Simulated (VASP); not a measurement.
Here is a VASP 6.6.1 calculation.

The input INCAR:

```
SYSTEM = Ag
  PREC = Accurate
  ENCUT = 500
  EDIFF = 1E-6
  ISMEAR = 1
  SIGMA = 0.1
  LREAL = .False.
  LASPH = .True.
  NELM = 120
  ALGO = Normal
  ISIF = 2
  LWAVE = .False.
  LCHARG = .False.
  NBANDS = 12
  GGA_COMPAT = .False.
```

KPOINTS

```
regular mesh
0
Gamma
  13 13 13
  0 0 0
```

File POSCAR:

```
Ag
1.0
    0.0000000000      2.0427500000      2.0427500000
    2.0427500000      0.0000000000      2.0427500000
    2.0427500000      2.0427500000      0.0000000000
Ag
1
Direct
    0.0000000000      0.0000000000      0.0000000000
```

Potentials or basis: VASP PAW LDA potentials, release 64 (Ag).

Run with:

```bash
$ cat potpaw_LDA.64/Ag/POTCAR > POTCAR
$ mpirun -np 1 vasp_std > vasp.out
```

Task: Predict the pressure.

Result: -7.4 GPa.
